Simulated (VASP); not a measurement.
Set up this calculation in VASP 6.6.1, as the native input.

| Item | Value |
| --- | --- |
| Task | single point |
| Functional | PBE |
| Potentials or basis | VASP PAW PBE potentials, release 64 (Ca_sv) |
| Cutoff | 520 eV |
| k mesh | 10 × 10 × 10 |
| Occupations | methfessel-paxton, width 0.03 eV |
| Spin | no spin polarisation |
| Dipole correction | no |
| Further INCAR settings | ALGO = Normal; EDIFF = 1e-06; NBANDS = 11 |

The structure of Ca lies in POSCAR:

```
Ca
1.0
    0.0000000000      2.7627089163      2.7627089163
    2.7627089163      0.0000000000      2.7627089163
    2.7627089163      2.7627089163      0.0000000000
Ca
1
Direct
    0.0000000000      0.0000000000      0.0000000000
```

These files were run (other wordings do the same):

INCAR

```
SYSTEM = Ca
PREC = Accurate
ENCUT = 520
EDIFF = 1E-6
ISMEAR = 1
SIGMA = 0.03
LREAL = .False.
LASPH = .True.
NELM = 60
ALGO = Normal
ISIF = 2
LWAVE = .False.
LCHARG = .True.
GGA = PE
LELF = .True.
LVHAR = .True.
NBANDS = 11
```

KPOINTS

```
Automatic mesh
0
Gamma
  10 10 10
  0 0 0
```

Potentials or basis: VASP PAW PBE potentials, release 64 (Ca_sv).

Launch:

```sh
$ cat potpaw_PBE.64/Ca_sv/POTCAR > POTCAR
$ mpirun -np 1 vasp_std > vasp.out
```

Results of the run:

| Item | Value |
| --- | --- |
| Pressure | 0.0 GPa |
| Band gap on the k mesh | zero (bands 5 and 6 overlap by 0.27 eV) |

Wall time 21 s on 1 thread of Intel Xeon 8259CL, with other jobs on the host, peak memory 0.18 GiB.
